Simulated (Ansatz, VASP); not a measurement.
## Two plane-wave programs on Cd

```
Cd
1.0
     3.00071    0.00000    0.00000
    -1.50036    2.59869    0.00000
     0.00000    0.00000    5.92616
Cd
2
Cartesian
  0.0000 1.7325 1.4815
  1.5004 0.8662 4.4446
```

Alike in both runs: task single point; functional PBE; k mesh 7 × 7 × 4; occupations fermi-dirac, width 0.1 eV; no spin polarisation.

|  | VASP | Ansatz |
| --- | --- | --- |
| version | VASP 6.6.1 | Ansatz 0.2.0 |
| potentials or method | VASP PAW PBE potentials, release 64 (Cd), cutoff 520 eV | plane waves (420 eV) with PAW, scalar-relativistic |
| valence electrons in the cell | 24 | 40 |

|  | VASP | Ansatz | Ansatz less VASP |
| --- | --- | --- | --- |
| pressure (GPa) | 0.2 | -0.1 | -0.28 |
| traceless stress, the component that is largest in VASP (GPa) | -1.98 | -1.84 | +0.131 |

VASP's potentials hold 24 valence electrons a cell and Ansatz's 40, so a difference there can come from the potentials and not from the codes.
